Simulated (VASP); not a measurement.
HfN, 4 atoms in the cell. The structure is orthorhombic, space group Cmcm (No. 63). The conventional cell has a = 4.468 Å, b = 4.468 Å, c = 4.468 Å, α = 90.00°, β = 90.00°, γ = 90.00°. Within 2.9 Å of Hf (site symmetry m2m) lie 6 N at 2.18 to 2.28 Å. Within 2.9 Å of N (site symmetry m2m) lie 6 Hf at 2.18 to 2.28 Å.  This cell differs from its parent crystal: atoms displaced along several vibrational modes.

- Program: VASP 6.6.1
- Task: single point
- Functional: LDA
- Potentials or basis: VASP PAW LDA potentials, release 64 (Hf_pv, N)
- Cutoff: 520 eV
- k mesh: 14 × 14 × 10
- Occupations: gaussian, width 0.15 eV
- Spin: no spin polarisation
- Dipole correction: no
- Further INCAR settings: ALGO = Normal; EDIFF = 1e-06; NBANDS = 23

Potentials or basis: VASP PAW LDA potentials, release 64 (Hf_pv, N).

Command:

```bash
$ cat potpaw_LDA.64/Hf_pv/POTCAR potpaw_LDA.64/N/POTCAR > POTCAR
$ mpirun -np 1 vasp_std > vasp.out
```

Hardware: 1 thread of Intel Xeon 8259CL (shared host).

Q: Estimate the wall time of this run.

A: Run time: 6 min on 1 thread of Intel Xeon 8259CL, with other jobs on the host, peak memory 0.39 GiB. Counts: scf iterations 13, k points 342.
